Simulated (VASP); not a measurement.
# BiPt (P6_3/mmc) in VASP: notebook

BiPt is run at these levels: LDA; tasks: electric field gradients.

Everything below comes from runs of VASP 6.6.1. Logs are shortened: lines on timing, memory, paths and dates and some standing lists are left out, and cuts for length are marked.

### Step 1. The cell of the first run

The structure is hexagonal, space group P6_3/mmc (No. 194). Conventional cell: a = 4.286 Å, b = 4.286 Å, c = 5.453 Å, α = 90.00°, β = 90.00°, γ = 120.00°. Within 3.7 Å of Bi (site symmetry -6m2) lie 6 Pt at 2.83 Å and 6 Bi at 3.68 Å. Pt (site symmetry -3m) has 2 Pt at 2.73 Å and 6 Bi at 2.83 Å within 3.6 Å.

### Step 2. Electric field gradients, LDA (21.69 Å³/atom)

Input file INCAR:

```
SYSTEM = BiPt
ALGO     = Normal         ! electronic algorithm
EDIFF    = 1E-8           ! SCF threshold, eV
ENCUT    = 430            ! plane-wave cutoff, eV
GGA      = CA             ! functional
GGA_COMPAT= .FALSE.      
ISIF     = 2              ! what is computed and relaxed
ISMEAR   = -1             ! smearing method
LASPH    = .TRUE.         ! aspherical terms in the spheres
LCHARG   = .FALSE.        ! write CHGCAR
LEFG     = .TRUE.       
LREAL    = .FALSE.        ! projectors in reciprocal space
LWAVE    = .FALSE.        ! write WAVECAR
NBANDS   = 41             ! bands
NELM     = 120            ! most SCF steps
PREC     = Accurate       ! precision mode
SIGMA    = 0.05           ! smearing width, eV
```

Input file KPOINTS:

```
k-points
0
G
  9 9 6
  0 0 0
```

Input file POSCAR:

```
BiPt
1.0
    4.2860395604      0.0000000000      0.0000000000
   -2.1430197803      3.7118191409      0.0000000000
    0.0000000000      0.0000000000      5.4531532522
Bi Pt
2 2
Direct
    0.3333333333      0.6666666667      0.2500000000
    0.6666666667      0.3333333333      0.7500000000
    0.0000000000      0.0000000000      0.0000000000
    0.0000000000      0.0000000000      0.5000000000
```

Potentials or basis: VASP PAW LDA potentials, release 64 (Bi_d, Pt_sv_GW).

The run is started by

```sh
$ cat potpaw_LDA.64/Bi_d/POTCAR potpaw_LDA.64/Pt_sv_GW/POTCAR > POTCAR
$ mpirun -np 1 vasp_std > vasp.out
```

OUTCAR:

```text
SYSTEM = BiPt
   EDIFF = 1E-8
   ENCUT = 430
   GGA = CA
   ISIF = 2
   ISMEAR = -1
   LASPH = .TRUE.
   LREAL = .FALSE.
   NELM = 120
   PREC = Accurate

 ion  position               nearest neighbor table
   1  0.333  0.667  0.250-   3 2.83   4 2.83   3 2.83   4 2.83   3 2.83   4 2.83   2 3.68   2 3.68
                             2 3.68   2 3.68   2 3.68   2 3.68
   2  0.667  0.333  0.750-   3 2.83   4 2.83   3 2.83   4 2.83   3 2.83   4 2.83   1 3.68   1 3.68
                             1 3.68   1 3.68   1 3.68   1 3.68
   3  0.000  0.000  0.000-   4 2.73   4 2.73   1 2.83   2 2.83   2 2.83   1 2.83   2 2.83   1 2.83

   4  0.000  0.000  0.500-   3 2.73   3 2.73   1 2.83   2 2.83   2 2.83   1 2.83   2 2.83   1 2.83

  LATTYP: Found a hexagonal cell.
 ALAT       =     4.2860395604
 C/A-ratio  =     1.2723058608

  Lattice vectors:

 A1 = (   4.2860395604,   0.0000000000,   0.0000000000)
 A2 = (  -2.1430197803,   3.7118191409,   0.0000000000)
 A3 = (   0.0000000000,   0.0000000000,   5.4531532522)

Analysis of symmetry for initial positions (statically):
=====================================================================
 Subroutine PRICEL returns:
 Original cell was already a primitive cell.

 Routine SETGRP: Setting up the symmetry group for a
 hexagonal supercell.

 Subroutine GETGRP returns: Found 24 space group operations
 (whereof 12 operations were pure point group operations)
 out of a pool of 24 trial point group operations.

The static configuration has the point symmetry D_3d.
 The point group associated with its full space group is D_6h.

Analysis of symmetry for dynamics (positions and initial velocities):
=====================================================================
 Subroutine PRICEL returns:
 Original cell was already a primitive cell.

 Routine SETGRP: Setting up the symmetry group for a
 hexagonal supercell.

 Subroutine GETGRP returns: Found 24 space group operations
 (whereof 12 operations were pure point group operations)
 out of a pool of 24 trial point group operations.

The dynamic configuration has the point symmetry D_3d.
 The point group associated with its full space group is D_6h.

 Subroutine INISYM returns: Found 24 space group operations
 (whereof 12 operations are pure point group operations),
 and found     1 'primitive' translations

----------------------------------------------------------------------------------------

                                     Primitive cell

  volume of cell :      86.7542

  direct lattice vectors                    reciprocal lattice vectors
     4.286039560  0.000000000  0.000000000     0.233315625  0.134704839  0.000000000
    -2.143019780  3.711819141  0.000000000     0.000000000  0.269409678  0.000000000
     0.000000000  0.000000000  5.453153252     0.000000000  0.000000000  0.183380139

  length of vectors
     4.286039560  4.286039560  5.453153252     0.269409678  0.269409678  0.183380139

  position of ions in fractional coordinates (direct lattice)
     0.333333333  0.666666667  0.250000000
     0.666666667  0.333333333  0.750000000
     0.000000000  0.000000000  0.000000000
     0.000000000  0.000000000  0.500000000

  ion indices of the primitive-cell ions
   primitive index   ion index
                 1           1
                 2           2
                 3           3
                 4           4

----------------------------------------------------------------------------------------

 KPOINTS: k-points

Automatic generation of k-mesh.
 Grid dimensions read from file:
 generate k-points for:    9    9    6

 Generating k-lattice:

  Cartesian coordinates                     Fractional coordinates (reciprocal lattice)
     0.025923958  0.014967204  0.000000000     0.111111111  0.000000000  0.000000000
     0.000000000  0.029934409  0.000000000     0.000000000  0.111111111  0.000000000
     0.000000000  0.000000000  0.030563356     0.000000000  0.000000000  0.166666667
[... 46 lines left out ...]
   NGXF,Y,Z  is equivalent  to a cutoff of  23.27, 23.27, 24.39 a.u.
 SYSTEM =  BiPt
   PREC   = accura    normal or accurate (medium, high low for compatibility)
   ISTART =      0    job   : 0-new  1-cont  2-samecut
   ICHARG =      2    charge: 1-file 2-atom 10-const
   ISPIN  =      1    spin polarized calculation?
   LNONCOLLINEAR =      F non collinear calculations
   LSORBIT =      F    spin-orbit coupling
   LASPH  =      T    aspherical Exc in radial PAW
   ENCUT  =  430.0 eV  31.60 Ry    5.62 a.u.   7.25  7.25  9.22*2*pi/ulx,y,z
   NELM   =    120;   NELMIN=  2; NELMDL= -5     # of ELM steps
   EDIFF  = 0.1E-07   stopping-criterion for ELM
   LREAL  =      F    real-space projection
   EDIFFG = 0.1E-06   stopping-criterion for IOM
   NSW    =      0    number of steps for IOM
   IBRION =     -1    ionic relax: 0-MD 1-quasi-New 2-CG
   NFREE  =      0    steps in history (QN), initial steepest desc. (CG)
   ISIF   =      2    stress and relaxation
   ISYM   =      2    0-nonsym 1-usesym 2-fastsym
   POTIM  = 0.5000    time-step for ionic-motion
   TEBEG  =    0.0;   TEEND  =   0.0 temperature during run
   PSTRESS=    0.0 pullay stress
   NELECT =      66.0000    total number of electrons
   NUPDOWN=      -1.0000    fix difference up-down
   EMIN   =  10.00;   EMAX   =-10.00  energy-range for DOS
   EFERMI =   0.00;   METHOD = LEGACY
   ISMEAR =    -1;   SIGMA  =   0.05  broadening in eV -4-tet -1-fermi 0-gaus
   EFERMI_NEDOS =   21; number of points for ismear=-14 and -15
   IALGO  =     38    algorithm
   IMIX   =      4    mixing-type and parameters
     AMIX     =   0.40;   BMIX     =  1.00
     AMIX_MAG =   1.60;   BMIX_MAG =  1.00
  volume/ion in A,a.u.               =      21.69       146.36
  Fermi-wavevector in a.u.,A,eV,Ry     =   1.494489  2.824174 30.388557  2.233496
  Thomas-Fermi vector in A             =   2.606755
   LORBIT       =      0    0 simple, 1 ext, 2 COOP (PROOUT), +10 PAW based schemes
   GGA     = CA    functional components
   LHFCALC =     F    Hartree Fock is set to
   AEXX    =    0.0000 exact exchange contribution
   IVDW    =     0    specifies the selected vdW correction
   LEPSILON=     F    determine dielectric tensor
   LRPA    =     F    only Hartree local field effects (RPA)
 non-spin polarized calculation
  energy-cutoff  :      430.00
  volume of cell :       86.75
 maximum number of plane-waves:      1777
 NGX is ok and might be reduce to    30
   NGX = 15   NGY = 15   NGZ = 19

 number of electron      65.9999987 magnetization

 Free energy of the ion-electron system (eV)
  ---------------------------------------------------
  ext. energy  EPLUGINS =         0.00000000
  ---------------------------------------------------
  free energy    TOTEN  =       -24.78566338 eV

  energy without entropy =      -24.76658897  energy(sigma->0) =      -24.77612618

 E-fermi :   9.3851     XC(G=0): -12.0662

 val. band max:        9.3816881260   @ k =   0.1111   0.0000   0.0000
 cond. band min:       9.3944223510   @ k =   0.2222   0.0000   0.1667
 fundamental gap:      0.0127342250
 Fermi energy:         9.3851419859

 k-point     1 :       0.0000    0.0000    0.0000
  band No.  band energies     occupation
      1     -88.7382      2.00000
      2     -88.7236      2.00000
      3     -43.4886      2.00000
      4     -43.2531      2.00000
      5     -43.2531      2.00000
      6     -43.2223      2.00000
[... 1045 lines left out ...]
     40      17.6357      0.00000
     41      18.0612      0.00000

 [... further k-points ...]

------------------------ aborting loop because EDIFF is reached ----------------------------------------

  FORCE on cell =-STRESS in cart. coord.  units (eV):
  Direction    XX          YY          ZZ          XY          YZ          ZX
  --------------------------------------------------------------------------------------
  -------------------------------------------------------------------------------------
  Total        0.9411946      0.9411946      0.5672768     -0.0000000      0.0000000     -0.0000000
  in kB       17.3819840     17.3819840     10.4764695     -0.0000000      0.0000000     -0.0000000
  external PRESSURE =      15.0801459 kB  Pullay stress =       0.0000000 kB

 VOLUME and BASIS-vectors are now :
 -----------------------------------------------------------------------------
  energy-cutoff  :      430.00
  volume of cell :       86.75
      direct lattice vectors                 reciprocal lattice vectors
     4.286039560  0.000000000  0.000000000     0.233315625  0.134704839  0.000000000
    -2.143019780  3.711819141  0.000000000     0.000000000  0.269409678  0.000000000
     0.000000000  0.000000000  5.453153252     0.000000000  0.000000000  0.183380139

 POSITION                                       TOTAL-FORCE (eV/Angst)
 -----------------------------------------------------------------------------------
     -0.00000      2.47455      1.36329         0.000000      0.000000      0.000000
      2.14302      1.23727      4.08986         0.000000     -0.000000      0.000000
      0.00000      0.00000      0.00000        -0.000000      0.000000      0.000000
      0.00000      0.00000      2.72658        -0.000000      0.000000      0.000000
 -----------------------------------------------------------------------------------
    total drift:                                0.000000     -0.000000      0.000000

  FREE ENERGIE OF THE ION-ELECTRON SYSTEM (eV)
  ---------------------------------------------------
  free  energy   TOTEN  =       -24.7856633817 eV

  energy  without entropy=      -24.7665889711  energy(sigma->0) =      -24.77612618

 Electric field gradients (V/A^2)
---------------------------------------------------------------------
 ion       V_xx      V_yy      V_zz      V_xy      V_xz      V_yz
---------------------------------------------------------------------
   1     -11.221   -11.220    22.441     0.001     0.000    -0.000
   2     -11.221   -11.220    22.441     0.001    -0.000     0.000
   3      88.329    88.329  -176.658     0.000    -0.000     0.000
   4      88.329    88.329  -176.658     0.000     0.000    -0.000
---------------------------------------------------------------------

 Electric field gradients after diagonalization (V/A^2)
 (convention: |V_zz| > |V_xx| > |V_yy|)
----------------------------------------------------------------------
 ion       V_xx      V_yy      V_zz     asymmetry (V_yy - V_xx)/ V_zz
----------------------------------------------------------------------
   1     -11.222   -11.219    22.441       0.000
   2     -11.222   -11.219    22.441       0.000
   3      88.329    88.329  -176.658       0.000
   4      88.329    88.329  -176.658       0.000
----------------------------------------------------------------------

           NMR quadrupolar parameters

 Cq : quadrupolar parameter    Cq=e*Q*V_zz/h
 eta: asymmetry parameters     (V_yy - V_xx)/ V_zz
 Q  : nuclear electric quadrupole moment in mb (millibarn)
----------------------------------------------------------------------
 ion       Cq(MHz)       eta       Q (mb)
----------------------------------------------------------------------
   1       0.054       0.000       1.000
   2       0.054       0.000       1.000
   3      -0.427       0.000       1.000
   4      -0.427       0.000       1.000
----------------------------------------------------------------------
```

It took 83 s on 1 thread of AMD EPYC 9R45 (Zen 5), shared host; peak memory 0.2 GiB.

Results:

- Free energy: -24.7857 eV
- Pressure: 1.5 GPa
- Band gap on the k mesh: zero (bands 33 and 34 overlap by 4.11 eV)
- Largest electric field gradient by atom: Bi +22.4; Pt -176.7 V/Å²

Levels at points of the mesh, in eV from the Fermi level:
| k point | band 31 | band 32 | band 33 | band 34 | band 35 | band 36 |
| --- | --- | --- | --- | --- | --- | --- |
| (0.00, 0.00, 0.00) | 0.29 | 0.29 | 1.09 | 2.16 | 2.31 | 2.93 |
| (0.00, 0.00, 0.50) | -1.62 | -1.62 | 2.53 | 2.53 | 2.53 | 2.53 |

Electric field gradients, principal values (V/Å²):
```
atom    least   middle  greatest (by size)
1 Bi  -11.219  -11.222              22.441
2 Bi  -11.219  -11.222              22.441
3 Pt   88.329   88.329            -176.658
4 Pt   88.329   88.329            -176.658
```

Caveat: without QUAD_EFG the Cq values of the log hold for a quadrupole moment of 1 mb, not for the nuclei; spin-orbit coupling is left out, which moves the levels of the heavy elements.

### Step 3. Electric field gradients, LDA (21.25 Å³/atom)

This run uses another cell than the first one, of 21.25 Å³/atom.

Input file INCAR:

```
PREC = Accurate
ENCUT = 430
EDIFF = 1E-8
ISMEAR = -1
SIGMA = 0.05
LREAL = F
LASPH = T
NELM = 120
ALGO = Normal
ISIF = 2
LWAVE = F
LCHARG = F
GGA = CA
LEFG = T
NBANDS = 41
GGA_COMPAT = F
```

Input file KPOINTS:

```
regular mesh
0
Gamma
  9 9 6
```

Input file POSCAR:

```
BiPt
1.0
    4.2566822037      0.0000000000      0.0000000000
   -2.1283411019      3.6863949243      0.0000000000
    0.0000000000      0.0000000000      5.4158017152
Bi Pt
2 2
Direct
    0.3333333333      0.6666666667      0.2500000000
    0.6666666667      0.3333333333      0.7500000000
    0.0000000000      0.0000000000      0.0000000000
    0.0000000000      0.0000000000      0.5000000000
```

Potentials or basis: VASP PAW LDA potentials, release 64 (Bi_d, Pt_sv_GW).

The run is started by

```sh
$ cat potpaw_LDA.64/Bi_d/POTCAR potpaw_LDA.64/Pt_sv_GW/POTCAR > POTCAR
$ mpirun -np 1 vasp_std > vasp.out
```

OUTCAR:

```text
PREC = Accurate
   ENCUT = 430
   EDIFF = 1E-8
   ISMEAR = -1
   LREAL = F
   LASPH = T
   NELM = 120
   ISIF = 2
   GGA = CA

 ion  position               nearest neighbor table
   1  0.333  0.667  0.250-   3 2.81   4 2.81   3 2.81   4 2.81   3 2.81   4 2.81   2 3.66   2 3.66
                             2 3.66   2 3.66   2 3.66   2 3.66
   2  0.667  0.333  0.750-   3 2.81   4 2.81   3 2.81   4 2.81   3 2.81   4 2.81   1 3.66   1 3.66
                             1 3.66   1 3.66   1 3.66   1 3.66
   3  0.000  0.000  0.000-   4 2.71   4 2.71   1 2.81   2 2.81   2 2.81   1 2.81   2 2.81   1 2.81

   4  0.000  0.000  0.500-   3 2.71   3 2.71   1 2.81   2 2.81   2 2.81   1 2.81   2 2.81   1 2.81

  LATTYP: Found a hexagonal cell.
 ALAT       =     4.2566822037
 C/A-ratio  =     1.2723058608

  Lattice vectors:

 A1 = (   4.2566822037,   0.0000000000,   0.0000000000)
 A2 = (  -2.1283411019,   3.6863949243,   0.0000000000)
 A3 = (   0.0000000000,   0.0000000000,   5.4158017152)
[... 1267 lines left out ...]
     -0.00000      2.45760      1.35395         0.000000      0.000000      0.000000
      2.12834      1.22880      4.06185        -0.000000      0.000000      0.000000
      0.00000      0.00000      0.00000         0.000000      0.000000      0.000000
      0.00000      0.00000      2.70790        -0.000000      0.000000      0.000000
 -----------------------------------------------------------------------------------
    total drift:                               -0.000000      0.000000      0.000000

  FREE ENERGIE OF THE ION-ELECTRON SYSTEM (eV)
  ---------------------------------------------------
  free  energy   TOTEN  =       -24.7343740489 eV

  energy  without entropy=      -24.7161803067  energy(sigma->0) =      -24.72527718

 Electric field gradients (V/A^2)
---------------------------------------------------------------------
 ion       V_xx      V_yy      V_zz      V_xy      V_xz      V_yz
---------------------------------------------------------------------
   1     -14.555   -14.552    29.107     0.002    -0.000     0.000
   2     -14.555   -14.552    29.107     0.002     0.000    -0.000
   3      90.689    90.689  -181.379     0.000     0.000    -0.000
   4      90.689    90.689  -181.379     0.000    -0.000     0.000
---------------------------------------------------------------------

 Electric field gradients after diagonalization (V/A^2)
 (convention: |V_zz| > |V_xx| > |V_yy|)
----------------------------------------------------------------------
 ion       V_xx      V_yy      V_zz     asymmetry (V_yy - V_xx)/ V_zz
----------------------------------------------------------------------
   1     -14.556   -14.551    29.107       0.000
   2     -14.556   -14.551    29.107       0.000
   3      90.689    90.689  -181.379       0.000
   4      90.689    90.689  -181.379       0.000
----------------------------------------------------------------------

           NMR quadrupolar parameters

 Cq : quadrupolar parameter    Cq=e*Q*V_zz/h
 eta: asymmetry parameters     (V_yy - V_xx)/ V_zz
 Q  : nuclear electric quadrupole moment in mb (millibarn)
----------------------------------------------------------------------
 ion       Cq(MHz)       eta       Q (mb)
----------------------------------------------------------------------
   1       0.070       0.000       1.000
   2       0.070       0.000       1.000
   3      -0.439       0.000       1.000
   4      -0.439       0.000       1.000
----------------------------------------------------------------------
```

OSZICAR:

```text
N       E                     dE             d eps       ncg     rms          rms(c)
DAV:   1     0.988908870746E+03    0.98891E+03   -0.33593E+04  4272   0.185E+03
DAV:   2     0.897722479416E+02   -0.89914E+03   -0.87229E+03  4080   0.639E+02
DAV:   3    -0.214492006909E+02   -0.11122E+03   -0.10479E+03  4742   0.214E+02
DAV:   4    -0.273535056276E+02   -0.59043E+01   -0.57740E+01  4771   0.501E+01
DAV:   5    -0.275835969174E+02   -0.23009E+00   -0.22985E+00  5428   0.963E+00    0.106E+02
DAV:   6    -0.250048088191E+02    0.25788E+01   -0.13696E+01  4970   0.199E+01    0.573E+01
DAV:   7    -0.250295517728E+02   -0.24743E-01   -0.35155E+00  4822   0.149E+01    0.208E+01
DAV:   8    -0.247319655843E+02    0.29759E+00   -0.69742E-01  4780   0.546E+00    0.133E+00
DAV:   9    -0.247364218158E+02   -0.44562E-02   -0.94270E-02  4959   0.174E+00    0.755E-01
DAV:  10    -0.247345190416E+02    0.19028E-02   -0.73607E-03  4642   0.558E-01    0.297E-01
DAV:  11    -0.247343831767E+02    0.13586E-03   -0.13814E-03  4484   0.197E-01    0.974E-02
DAV:  12    -0.247343744669E+02    0.87097E-05   -0.89165E-05  5265   0.716E-02    0.354E-02
DAV:  13    -0.247343746653E+02   -0.19836E-06   -0.92568E-06  4695   0.241E-02    0.671E-02
DAV:  14    -0.247343740535E+02    0.61180E-06   -0.24739E-06  5151   0.986E-03    0.729E-03
DAV:  15    -0.247343740503E+02    0.31941E-08   -0.16902E-07  3933   0.309E-03    0.240E-03
DAV:  16    -0.247343740489E+02    0.13624E-08   -0.85962E-09  2707   0.731E-04
   1 F= -.24734374E+02 E0= -.24725277E+02  d E =-.181937E-01
```

Wall time 3.2 min (1 thread of Intel Xeon 6975P-C (Granite Rapids), shared host); peak memory 0.23 GiB.

What came out:

* Free energy: -24.7344 eV
* Pressure: 4.6 GPa
* Band gap on the k mesh: zero (bands 33 and 34 overlap by 4.22 eV)
* Largest electric field gradient by atom: Bi +29.1; Pt -181.4 V/Å²

Stress tensor (GPa, compression positive):
```
4.76 0.00 0.00
0.00 4.76 0.00
0.00 0.00 4.40
```

Electric field gradients, principal values (V/Å²):
```tsv
atom	least	middle	greatest (by size)
1 Bi	-14.551	-14.556	29.107
2 Bi	-14.551	-14.556	29.107
3 Pt	90.689	90.689	-181.379
4 Pt	90.689	90.689	-181.379
```

Caveat: the cell stands under pressure; without QUAD_EFG the Cq values of the log hold for a quadrupole moment of 1 mb, not for the nuclei; spin-orbit coupling is left out, which moves the levels of the heavy elements.
